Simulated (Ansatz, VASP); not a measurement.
Two plane-wave programs on CuO

The input INCAR:

```
SYSTEM = CuO
PREC     = Accurate       ! precision mode
ENCUT    = 520            ! plane-wave cutoff, eV
EDIFF    = 1E-7           ! SCF threshold, eV
ISMEAR   = 0              ! smearing method
SIGMA    = 0.1            ! smearing width, eV
LREAL    = .False.        ! projectors in reciprocal space
LASPH    = .True.         ! aspherical terms in the spheres
NELM     = 100            ! most SCF steps
ALGO     = Normal         ! electronic algorithm
ISIF     = 2              ! what is computed and relaxed
LWAVE    = .False.        ! write WAVECAR
LCHARG   = .False.        ! write CHGCAR
GGA      = PS             ! functional
NBANDS   = 25             ! bands
```

Contents of KPOINTS:

```
regular mesh
0
Gamma
  2 2 2
  0 0 0
```

The input POSCAR:

```
CuO
1.0
    2.8795009639      0.0000000000      0.0000000000
    0.0390727580      2.8792794796      0.0000000000
    0.0174953863      0.0172449008      5.1763391994
Cu O
2 2
Direct
    0.5000000000      0.0000000000      0.5000000000
    0.0000000000      0.5000000000      0.0000000000
    0.0015760300      0.9983282200      0.2501129000
    0.9984239700      0.0016717800      0.7498871000
```

Input for Ansatz:

```yaml
crystal:
  lattice:
    - [2.8795009639, 0.0, 0.0]
    - [0.039072758, 2.8792794796, 0.0]
    - [0.0174953863, 0.0172449008, 5.1763391994]
  atoms:
    - { symbol: Cu, position: [0.5, 0.0, 0.5] }
    - { symbol: Cu, position: [0.0, 0.5, 0.0] }
    - { symbol: O, position: [0.00157603, 0.99832822, 0.2501129] }
    - { symbol: O, position: [0.99842397, 0.00167178, 0.7498871] }
basis:
  ecutwfc: 420
kpoints:
  mp_grid: { grid: [2, 2, 2] }
hamiltonian:
  xc: pbesol
scf:
  occupations: { method: gaussian, width: 0.1 }
output:
  forces: true
  stress: true
  eigenvalues: true
```

Alike in both runs: task single point; functional PBEsol; k mesh 2 × 2 × 2; occupations gaussian, width 0.1 eV; no spin polarisation.

|  | VASP | Ansatz |
| --- | --- | --- |
| version | VASP 6.6.1 | Ansatz 0.2.0 |
| potentials or method | VASP PAW PBE potentials, release 64 (Cu, O), cutoff 520 eV | scalar-relativistic, plane waves, PAW |
| valence electrons in the cell | 34 | 50 |

|  | VASP | Ansatz | Ansatz less VASP |
| --- | --- | --- | --- |
| gap on the k mesh at the Fermi level (eV) | none | none | - |
| pressure (GPa) | 3.3 | 2.6 | -0.66 |
| traceless stress, the component that is largest in VASP (GPa) | -11.64 | -12.11 | -0.465 |
| rms of the force components (eV/Å) | 0.005 | 0.005 | 0.0000 |

VASP's potentials were made for PBE, not for PBEsol. Atom by atom the forces differ by 0.000 eV/Å (rms over components). A gap of «none» marks a metal or a gap that the smearing closes. VASP's potentials hold 34 valence electrons a cell and Ansatz's 50, so a difference there can come from the potentials and not from the codes.

The k mesh is coarse, so the values compare programs but aren't converged.
